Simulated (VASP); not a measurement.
GaN:

```
Ga N
1.0
     0.00000    2.13524    2.13524
     2.13524    0.00000    2.13524
     2.13524    2.13524    0.00000
Ga N
1 1
Direct
  0.00000 0.00000 0.00000
  0.50000 0.50000 0.50000
```

- Program: VASP 6.6.1
- Task: relaxation of cell and atoms
- Functional: LDA
- Potentials or basis: VASP PAW LDA potentials, release 64 (Ga_d, N)
- Cutoff: 600 eV
- k mesh: 8 × 8 × 8
- Occupations: gaussian, width 0.1 eV
- Spin: no spin polarisation

At the start: pressure -12.7 GPa; volume 9.74 Å³/atom.

Q: How do energy, volume and symmetry change on relaxing?

A: Over 3 steps the energy falls by 23.2 meV/atom and the volume is 9.19 Å³/atom (-5.6 %); space group Fm-3m (No. 225, to 0.1 Å) before and after.

The path:
```tsv
step	energy change (eV)	largest force (eV/Å)	pressure (GPa)	volume (Å³)
1	0.0000	0.0000	-12.68	19.47
2	-0.0008	0.0000	15.58	17.38
3	-0.0464	0.0000	-0.16	18.37
```

Final structure:
```xyz
2
Lattice="0.0000 2.0944 2.0944 2.0944 0.0000 2.0944 2.0944 2.0944 0.0000" Properties=species:S:1:pos:R:3 pbc="T T T"
Ga    0.0000    0.0000    0.0000
N     2.0944    2.0944    2.0944
```
